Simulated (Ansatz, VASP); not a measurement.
One calculation of Sc2Ta3O, two programs

```
CELL_PARAMETERS angstrom
2.98220 1.72177 3.30824
-2.98220 1.72177 3.30824
0.00000 -3.44355 3.30824
ATOMIC_POSITIONS crystal
Sc 0.11820 0.11820 0.11820
Sc 0.88180 0.88180 0.88180
Ta 0.00000 0.50000 0.50000
Ta 0.50000 0.50000 0.00000
Ta 0.50000 0.00000 0.50000
O 0.50000 0.50000 0.50000
```

Alike in both runs: task single point; functional PBE; k mesh 12 × 12 × 12; occupations gaussian, width 0.1 eV; no spin polarisation.

|  | VASP | Ansatz |
| --- | --- | --- |
| version | VASP 6.6.1 | Ansatz 0.2.0 |
| potentials or method | VASP PAW PBE potentials, release 64 (Sc_sv, Ta_pv, O), cutoff 520 eV | scalar-relativistic, plane waves, PAW |
| valence electrons in the cell | 61 | 67 |

```csv
,VASP,Ansatz,Ansatz less VASP
gap on the k mesh at the Fermi level (eV),none,none,-
pressure (GPa),0.2,0.0,-0.20
"traceless stress, the component that is largest in VASP (GPa)",0.19,-0.01,-0.205
rms of the force components (eV/Å),0.018,0.001,-0.0173
```

Atom by atom the forces differ by 0.019 eV/Å (rms over components). A gap of «none» marks a metal or a gap that the smearing closes. With one functional, cell and mesh, what is left measures potentials, basis and numerics. VASP's potentials hold 61 valence electrons a cell and Ansatz's 67, so a difference there can come from the potentials and not from the codes.

Neither program's run includes spin-orbit coupling.
